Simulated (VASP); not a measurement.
# CoO in VASP: further runs

Runs on CoO. Level: LDA. Tasks: single point, relaxation of cell and atoms.

All numbers are computed with VASP 6.6.1; they aren't measurements. Logs are shortened: lines on timing, memory, paths and dates and some standing lists are left out, and cuts for length are marked.

### 1 The cell of the first run

Symmetry: P6_3mc, No. 186, hexagonal system. Conventional cell: a = 2.653 Å, b = 2.653 Å, c = 5.904 Å, α = 90.00°, β = 90.00°, γ = 120.00°. Within 2.4 Å of Co (site symmetry 3m) lie 4 O at 1.82 to 1.91 Å. O (site symmetry 3m) has 4 Co at 1.82 to 1.91 Å within 2.4 Å.

### 2 Single point, LDA, collinear spin, antiferromagnetic start

INCAR

```
PREC = Accurate
ENCUT = 600
EDIFF = 1E-6
ISMEAR = 0
SIGMA = 0.2
LREAL = False
LASPH = True
NELM = 200
ALGO = Normal
ISIF = 2
LWAVE = False
LCHARG = False
ISPIN = 2
MAGMOM = -1.78 1.78 0 0
LORBIT = 11
LMAXMIX = 4
NBANDS = 27
GGA_COMPAT = False
```

KPOINTS

```
regular mesh
0
Gamma
  18 18 8
```

POSCAR

```
CoO
1.0
    2.6534826486      0.0000000000      0.0000000000
   -1.3267413243      2.2979833822      0.0000000000
    0.0000000000      0.0000000000      5.9036753756
Co O
2 2
Direct
    0.0000000000      0.0000000000      0.0336106411
    0.3333333333      0.6666666667      0.5336107608
    0.0000000000      0.0000000000      0.3413898765
    0.3333333333      0.6666666667      0.8413897217
```

Potentials or basis: VASP PAW LDA potentials, release 64 (Co, O).

On the command line:

```
cat potpaw_LDA.64/Co/POTCAR potpaw_LDA.64/O/POTCAR > POTCAR
mpirun -np 1 vasp_std > vasp.out
```

OUTCAR:

```text
PREC = Accurate
   ENCUT = 600
   EDIFF = 1E-6
   ISMEAR = 0
   LREAL = False
   LASPH = True
   NELM = 200
   ISIF = 2
   ISPIN = 2
   LORBIT = 11

 ion  position               nearest neighbor table
   1  0.000  0.000  0.034-   3 1.82   4 1.91   4 1.91   4 1.91
   2  0.333  0.667  0.534-   4 1.82   3 1.91   3 1.91   3 1.91
   3  0.000  0.000  0.341-   1 1.82   2 1.91   2 1.91   2 1.91
   4  0.333  0.667  0.841-   2 1.82   1 1.91   1 1.91   1 1.91

  LATTYP: Found a hexagonal cell.
 ALAT       =     2.6534826486
 C/A-ratio  =     2.2248780781

  Lattice vectors:

 A1 = (   2.6534826486,   0.0000000000,   0.0000000000)
 A2 = (  -1.3267413243,   2.2979833822,   0.0000000000)
 A3 = (   0.0000000000,   0.0000000000,   5.9036753756)

Analysis of symmetry for initial positions (statically):
=====================================================================
 Subroutine PRICEL returns:
 Original cell was already a primitive cell.

 Routine SETGRP: Setting up the symmetry group for a
 hexagonal supercell.

 Subroutine GETGRP returns: Found 12 space group operations
 (whereof  6 operations were pure point group operations)
 out of a pool of 24 trial point group operations.

The static configuration has the point symmetry C_3v.
 The point group associated with its full space group is C_6v.

Analysis of symmetry for dynamics (positions and initial velocities):
=====================================================================
 Subroutine PRICEL returns:
 Original cell was already a primitive cell.

 Routine SETGRP: Setting up the symmetry group for a
 hexagonal supercell.

 Subroutine GETGRP returns: Found 12 space group operations
 (whereof  6 operations were pure point group operations)
 out of a pool of 24 trial point group operations.

The dynamic configuration has the point symmetry C_3v.
 The point group associated with its full space group is C_6v.

Analysis of structural, dynamic, and magnetic symmetry:
=====================================================================
 Subroutine PRICEL returns:
 Original cell was already a primitive cell.

 Routine SETGRP: Setting up the symmetry group for a
 hexagonal supercell.

 Subroutine GETGRP returns: Found 12 space group operations
 (whereof  6 operations were pure point group operations)
 out of a pool of 24 trial point group operations.

The overall configuration has the point symmetry C_3v.
 The point group associated with its full space group is C_6v.

 Subroutine INISYM returns: Found 12 space group operations
 (whereof  6 operations are pure point group operations),
 and found     1 'primitive' translations

[... 122 lines left out ...]
   LORBIT       =     11    0 simple, 1 ext, 2 COOP (PROOUT), +10 PAW based schemes
   GGA     = CA    functional components
   LHFCALC =     F    Hartree Fock is set to
   AEXX    =    0.0000 exact exchange contribution
   IVDW    =     0    specifies the selected vdW correction
   LEPSILON=     F    determine dielectric tensor
   LRPA    =     F    only Hartree local field effects (RPA)
 spin polarized calculation
 Gauss-broadening in eV      SIGMA  =   0.20
  energy-cutoff  :      600.00
  volume of cell :       36.00
 maximum number of plane-waves:      1236
 NGX is ok and might be reduce to    24
   NGX = 11   NGY = 11   NGZ = 23

 number of electron      30.0000000 magnetization      -0.0000000

 number of electron      29.9999996 magnetization       0.0000000

 Free energy of the ion-electron system (eV)
  ---------------------------------------------------
  ext. energy  EPLUGINS =         0.00000000
  ---------------------------------------------------
  free energy    TOTEN  =       -30.57721605 eV

  energy without entropy =      -30.50901960  energy(sigma->0) =      -30.54311782

 E-fermi :   8.0202     XC(G=0): -13.2222

 val. band max:        8.0160951897   @ k =   0.2778   0.0556   0.5000
 cond. band min:       8.0218026656   @ k =   0.2222   0.1111   0.0000
 fundamental gap:      0.0057074759
 Fermi energy:         8.0201861163

 spin component 1

 k-point     1 :       0.0000    0.0000    0.0000
  band No.  band energies     occupation
      1     -12.5982      1.00000
      2     -11.8666      1.00000
      3      -0.6204      1.00000
      4       0.8582      1.00000
      5       3.2304      1.00000
      6       3.2304      1.00000
[... 709 lines left out ...]
     26      26.1322      0.00000
     27      26.4648      0.00000

 [... further k-points ...]

 spin component 2

 k-point     1 :       0.0000    0.0000    0.0000
  band No.  band energies     occupation
      1     -12.5982      1.00000
      2     -11.8666      1.00000
      3      -0.6204      1.00000
      4       0.8582      1.00000
      5       3.2304      1.00000
      6       3.2304      1.00000
[... 709 lines left out ...]
     26      26.1322      0.00000
     27      26.4647      0.00000

 [... further k-points ...]
[... 5 lines left out ...]
  --------------------------------------------------------------------------------------
  -------------------------------------------------------------------------------------
  Total       -0.2962017     -0.2962017     -0.4206455     -0.0000000     -0.0000000      0.0000000
  in kB      -13.1829487    -13.1829487    -18.7215255     -0.0000000     -0.0000000      0.0000000
  external PRESSURE =     -15.0291409 kB  Pullay stress =       0.0000000 kB

 VOLUME and BASIS-vectors are now :
 -----------------------------------------------------------------------------
  energy-cutoff  :      600.00
  volume of cell :       36.00
      direct lattice vectors                 reciprocal lattice vectors
     2.653482649  0.000000000  0.000000000     0.376863214  0.217582078  0.000000000
    -1.326741324  2.297983382  0.000000000     0.000000000  0.435164156  0.000000000
     0.000000000  0.000000000  5.903675376     0.000000000  0.000000000  0.169386007

 POSITION                                       TOTAL-FORCE (eV/Angst)
 -----------------------------------------------------------------------------------
      0.00000      0.00000      0.19843         0.000000      0.000000     -0.103259
     -0.00000      1.53199      3.15026         0.000000      0.000000     -0.103259
      0.00000      0.00000      2.01546        -0.000000      0.000000      0.103259
     -0.00000      1.53199      4.96729         0.000000     -0.000000      0.103259
 -----------------------------------------------------------------------------------
    total drift:                                0.000000     -0.000000     -0.000786

  FREE ENERGIE OF THE ION-ELECTRON SYSTEM (eV)
  ---------------------------------------------------
  free  energy   TOTEN  =       -30.5772160468 eV

  energy  without entropy=      -30.5090195961  energy(sigma->0) =      -30.54311782

 total charge

# of ion       s       p       d       tot
------------------------------------------
    1        0.421   0.613   7.327   8.361
    2        0.421   0.613   7.327   8.361
    3        1.559   3.421   0.000   4.980
    4        1.559   3.421   0.000   4.980
--------------------------------------------------
tot          3.958   8.068  14.655  26.681

 magnetization (x)

# of ion       s       p       d       tot
------------------------------------------
    1       -0.003   0.004  -1.552  -1.551
    2        0.003  -0.004   1.552   1.551
    3        0.007   0.065   0.000   0.071
    4       -0.007  -0.065   0.000  -0.071
--------------------------------------------------
tot          0.000   0.000  -0.000  -0.000
```

stdout:

```text
POSCAR found type information on POSCAR CoO
 POSCAR found :  2 types and       4 ions
 scaLAPACK will be used
 LDA part: xc-table for (Slater(with rela. corr.)+CA(PZ))
 , standard interpolation
 POSCAR, INCAR and KPOINTS ok, starting setup
 FFT: planning ... GRIDC
 FFT: planning ... GRID_SOFT
 FFT: planning ... GRID
 WAVECAR not read
 entering main loop
```

Wall time 2.3 min (1 thread of Intel Xeon 6975P-C (Granite Rapids), shared host); peak memory 0.39 GiB.

Results:

- Free energy: -30.5772 eV
- Pressure: -1.5 GPa
- Largest force: 0.103 eV/Å
- Band gap on the k mesh: zero (filled and empty bands overlap)
- Net moment: 0.00 μB per cell
- Site moments: Co -1.55, +1.55; O +0.07, -0.07 μB
- Valence electrons inside the program's atomic spheres: Co 8.36; O 4.98

Forces in eV/Å, atoms in the order of the input:
```
Co   0.000  0.000 -0.103
Co   0.000  0.000 -0.103
O    0.000  0.000  0.103
O    0.000  0.000  0.103
```

Stress tensor (GPa, compression positive):
```
-1.32  0.00  0.00
 0.00 -1.32  0.00
 0.00  0.00 -1.87
```

Caveat: semilocal functionals often make such compounds metallic where correlation or magnetic order opens a gap, which also shifts bond lengths. With open d or f shells a metallic result of LDA can be an artefact of self-interaction; +U or a hybrid may open a gap.

### 3 Relaxation of cell and atoms, LDA, collinear spin, antiferromagnetic start

This run uses another cell than the first one, of 11.58 Å³/atom.

INCAR

```
SYSTEM = CoO
  PREC = Accurate
  ENCUT = 600
  EDIFF = 1E-7
  ISMEAR = 0
  SIGMA = 0.1
  LREAL = .FALSE.
  LASPH = .TRUE.
  NELM = 150
  ALGO = Normal
  ISIF = 3
  LWAVE = .FALSE.
  LCHARG = .FALSE.
  ISPIN = 2
  MAGMOM = -2.15 2.15 0.15 -0.16
  LORBIT = 11
  LMAXMIX = 4
  IBRION = 2
  NSW = 100
  EDIFFG = -0.05
```

KPOINTS

```
Automatic mesh
0
G
  6 6 4
  0 0 0
```

POSCAR

```
CoO
1.0
    3.1976457435      0.0000000000      0.0000000000
   -1.5988228718      2.7692424462      0.0000000000
    0.0000000000      0.0000000000      5.2287097100
Co O
2 2
Direct
    0.0000000000      0.0000000000      0.0034741400
    0.3333333300      0.6666666700      0.5033624100
    0.0000000000      0.0000000000      0.3716088500
    0.3333333300      0.6666666700      0.8715556000
```

Potentials or basis: VASP PAW LDA potentials, release 64 (Co, O).

On the command line:

```
cat potpaw_LDA.64/Co/POTCAR potpaw_LDA.64/O/POTCAR > POTCAR
mpirun -np 1 vasp_std > vasp.out
```

OUTCAR:

```text
SYSTEM = CoO
   PREC = Accurate
   ENCUT = 600
   EDIFF = 1E-7
   ISMEAR = 0
   LREAL = .FALSE.
   LASPH = .TRUE.
   NELM = 150
   ISIF = 3
   ISPIN = 2
   LORBIT = 11
   IBRION = 2
   NSW = 100
   EDIFFG = -0.05

 ion  position               nearest neighbor table
   1  0.000  0.000  0.003-   3 1.92   4 1.97   4 1.97   4 1.97
   2  0.333  0.667  0.503-   4 1.93   3 1.97   3 1.97   3 1.97
   3  0.000  0.000  0.372-   1 1.92   2 1.97   2 1.97   2 1.97
   4  0.333  0.667  0.872-   2 1.93   1 1.97   1 1.97   1 1.97

  LATTYP: Found a hexagonal cell.
 ALAT       =     3.1976457435
 C/A-ratio  =     1.6351747909

  Lattice vectors:

 A1 = (   3.1976457435,   0.0000000000,   0.0000000000)
 A2 = (  -1.5988228718,   2.7692424462,   0.0000000000)
 A3 = (   0.0000000000,   0.0000000000,   5.2287097100)

Analysis of symmetry for initial positions (statically):
=====================================================================
 Subroutine PRICEL returns:
 Original cell was already a primitive cell.

[... 410 lines left out ...]
      4       0.7675      1.00000
      5       2.5557      1.00000
      6       2.5557      1.00000
[... 504 lines left out ...]
      5       1.0218      1.00000
      6       1.0221      1.00000
[... 11 lines left out ...]
     18       9.1528      0.00000
     19      16.7809      0.00000
 Fermi energy:         8.2932834619

 spin component 2

 k-point     1 :       0.0000    0.0000    0.0000
  band No.  band energies     occupation
      1     -12.9430      1.00000
      2     -12.2726      1.00000
      3      -0.6634      1.00000
      4       0.7676      1.00000
      5       2.5557      1.00000
      6       2.5557      1.00000
[... 548 lines left out ...]
  FREE ENERGIE OF THE ION-ELECTRON SYSTEM (eV)
  ---------------------------------------------------
  free  energy   TOTEN  =       -30.4531154839 eV

  energy  without entropy=      -30.4224351522  energy(sigma->0) =      -30.43777532

 reached required accuracy - stopping structural energy minimisation

 total charge

# of ion       s       p       d       tot
------------------------------------------
    1        0.418   0.636   7.431   8.485
    2        0.418   0.636   7.431   8.484
    3        1.558   3.422   0.000   4.980
    4        1.558   3.422   0.000   4.980
--------------------------------------------------
tot          3.953   8.115  14.862  26.930

 magnetization (x)

# of ion       s       p       d       tot
------------------------------------------
    1        0.000   0.000   0.001   0.001
    2        0.000   0.000  -0.000  -0.000
    3        0.000   0.000   0.000   0.000
    4        0.000   0.000   0.000   0.000
--------------------------------------------------
tot          0.000   0.000   0.001   0.001
```

It took 35 min on 1 thread of Intel Xeon Platinum 8375C at 2.90GHz (Ice Lake), shared host; peak memory 0.2 GiB.

What came out:

* Free energy: -30.4531 eV
* Relaxed volume: 9.05 Å³/atom
* Relaxed cell: a = 2.692 Å, b = 2.692 Å, c = 5.765 Å, α = 90.00°, β = 90.00°, γ = 120.00°
* Space group after relaxing (to 0.1 Å): P6_3mc (No. 186)
* Energy gained by relaxing: 149.9 meV/atom
* Ionic steps: 28
* Pressure after relaxing: -0.2 GPa
* Largest force after relaxing: 0.016 eV/Å
* Band gap on the k mesh: zero (filled and empty bands overlap)
* Net moment: 0.00 μB per cell
* Valence electrons inside the program's atomic spheres: Co 8.48; O 4.98

Forces in eV/Å, atoms in the order of the input:
```
Co   0.000  0.000  0.016
Co   0.000  0.000  0.007
O    0.000  0.000 -0.008
O    0.000  0.000 -0.015
```

Stress tensor (GPa, compression positive):
```
-0.37  0.00  0.00
 0.00 -0.37  0.00
 0.00  0.00  0.25
```

The path:
| step | energy change (eV) | largest force (eV/Å) | pressure (GPa) | volume (Å³) |
| --- | --- | --- | --- | --- |
| 1 | 0.0000 | 0.0025 | -19.31 | 46.30 |
| 2 | -0.3804 | 0.2020 | 11.74 | 37.57 |
| 3 | -0.4522 | 0.1906 | 0.18 | 39.75 |
| 4 | -0.4707 | 0.2286 | 0.13 | 39.52 |
| 5 | -0.4711 | 0.1792 | 0.08 | 39.55 |
| 6 | -0.4770 | 0.1399 | -0.23 | 39.54 |
| 7 | -0.4911 | 0.0940 | -1.46 | 39.51 |
| 8 | -0.4924 | 0.2428 | -3.54 | 39.39 |
| 9 | -0.4982 | 0.0657 | -2.56 | 39.46 |
| 10 | -0.5016 | 0.0821 | -1.85 | 39.21 |
| 11 | -0.5059 | 0.1609 | 0.09 | 38.46 |
| 12 | -0.5088 | 0.0898 | -0.11 | 38.35 |
| 13 | -0.5263 | 0.0911 | -1.71 | 38.02 |
| 14 | -0.5264 | 0.6376 | 2.45 | 37.34 |
| 15 | -0.5333 | 0.3765 | 0.20 | 37.68 |
| 16 | -0.5342 | 0.3958 | 0.41 | 37.63 |
| 17 | -0.5362 | 0.4509 | 1.01 | 37.50 |
| 18 | -0.5365 | 0.5583 | 2.38 | 37.24 |
| 19 | -0.5414 | 0.5165 | 2.16 | 37.20 |
| 20 | -0.5524 | 0.4067 | 1.48 | 37.08 |
| 21 | -0.5761 | 0.4021 | -0.27 | 36.80 |
| 22 | -0.5103 | 0.0277 | -3.64 | 36.12 |
| 23 | -0.5853 | 0.3276 | -1.12 | 36.68 |
| 24 | -0.5863 | 0.2973 | -1.47 | 36.63 |
| 25 | -0.5925 | 0.2216 | -1.02 | 36.49 |
| 26 | -0.5992 | 0.0407 | 0.53 | 36.11 |
| 27 | -0.5993 | 0.0512 | 0.41 | 36.14 |
| 28 | -0.5995 | 0.0157 | -0.16 | 36.19 |

Final structure:
```xyz
4
Lattice="2.6922 0.0000 0.0000 -1.3461 2.3315 0.0000 0.0000 0.0000 5.7650" Properties=species:S:1:pos:R:3 pbc="T T T"
Co    0.0000    0.0000    0.1277
Co    0.0000    1.5543    3.0104
O    -1.3461    2.3315    2.0339
O     0.0000    1.5543    4.9167
```

Levels at points of the mesh, in eV from the Fermi level:
Spin up:
| k point | band 13 | band 14 | band 15 | band 16 | band 17 | band 18 |
| --- | --- | --- | --- | --- | --- | --- |
| (0.00, 0.00, 0.00) | -1.19 | -0.59 | 0.24 | 0.24 | 1.43 | 1.43 |
| (0.50, 0.00, 0.00) | -0.66 | -0.60 | -0.18 | -0.12 | 0.09 | 1.33 |
| (0.00, 0.00, 0.50) | -1.17 | -1.16 | 0.86 | 0.86 | 0.86 | 0.86 |
| (0.50, 0.00, 0.50) | -0.61 | -0.61 | 0.01 | 0.01 | 0.58 | 0.58 |
Spin down:
```csv
k point,band 13,band 14,band 15,band 16,band 17,band 18
"(0.00, 0.00, 0.00)",-1.19,-0.59,0.24,0.24,1.43,1.43
"(0.50, 0.00, 0.00)",-0.66,-0.60,-0.18,-0.12,0.09,1.33
"(0.00, 0.00, 0.50)",-1.17,-1.16,0.86,0.86,0.86,0.86
"(0.50, 0.00, 0.50)",-0.61,-0.61,0.01,0.01,0.58,0.58
```

Caveat: the k points lie up to 0.45 Å⁻¹ apart in the final cell, too coarse for converged energies and pressures of a metal; the volume moved by over 15 % at a fixed basis, so the end points are rough; the moments typed at the start vanished in this run; semilocal functionals often make such compounds metallic where correlation or magnetic order opens a gap, which also shifts bond lengths.
